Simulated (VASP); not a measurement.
A run of VASP 6.6.1:

The input INCAR:

```
SYSTEM = K
PREC = Accurate ; ENCUT = 600
EDIFF = 1E-6 ; ISMEAR = -1
SIGMA = 0.1 ; LREAL = .False.
LASPH = .True. ; NELM = 100
ALGO = Normal ; ISIF = 3
LWAVE = .False. ; LCHARG = .False.
GGA = PS ; IBRION = 2
NSW = 100 ; EDIFFG = -0.002
```

The input KPOINTS:

```
regular mesh
0
Gamma
  18 18 18
  0 0 0
```

Contents of POSCAR:

```
K
1.0
    0.0000000000      2.5240000000      2.5240000000
    2.5240000000      0.0000000000      2.5240000000
    2.5240000000      2.5240000000      0.0000000000
K
1
Direct
    0.0000000000      0.0000000000      0.0000000000
```

Potentials or basis: VASP PAW PBE potentials, release 64 (K_sv).

Launch:

```console
$ cat potpaw_PBE.64/K_sv/POTCAR > POTCAR
$ mpirun -np 1 vasp_std > vasp.out
```

Hardware: 1 thread of Oxide Virtual Turin-like Processor, with other jobs on the host.

Estimate the wall time of this run.

Wall time 8.9 min on 1 thread of Oxide Virtual Turin-like Processor, with other jobs on the host, peak memory 0.18 GiB. Counts: scf iterations 110, k points 195, ion steps 24.
